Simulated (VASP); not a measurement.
Pt, 2 atoms in the cell. Symmetry: P6_3/mmc, No. 194, hexagonal system. Conventional cell: a = 2.580 Å, b = 2.580 Å, c = 4.456 Å, α = 90.00°, β = 90.00°, γ = 120.00°. Pt (site symmetry -6m2) has 12 Pt at 2.58 to 2.68 Å within 3.4 Å. This isn't the form of Pt at room conditions, which is fcc.

| Item | Value |
| --- | --- |
| Program | VASP 6.6.1 |
| Task | single point |
| Functional | LDA |
| Potentials or basis | VASP PAW LDA potentials, release 64 (Pt) |
| Cutoff | 520 eV |
| k mesh | 21 × 21 × 10 |
| Occupations | gaussian, width 0.15 eV |
| Spin | collinear spin |
| Starting moments | [0.3, 0.3] μB |
| Fixed moment | 0.6 μB |
| Dipole correction | no |
| Further INCAR settings | ALGO = Fast; EDIFF = 1e-07; NBANDS = 21 |

Potentials or basis: VASP PAW LDA potentials, release 64 (Pt).

Run with:

```console
$ cat potpaw_LDA.64/Pt/POTCAR > POTCAR
$ mpirun -np 1 vasp_std > vasp.out
```

Hardware: 1 thread of Intel(R) Xeon(R) 6975P-C (Granite Rapids) (shared host).

**Question.** How long does it take, and how much memory?

**Answer.** It took 2.2 min on 1 thread of Intel(R) Xeon(R) 6975P-C (Granite Rapids) (shared host), peak memory 0.3 GiB. Counts: scf iterations 14, k points 288.
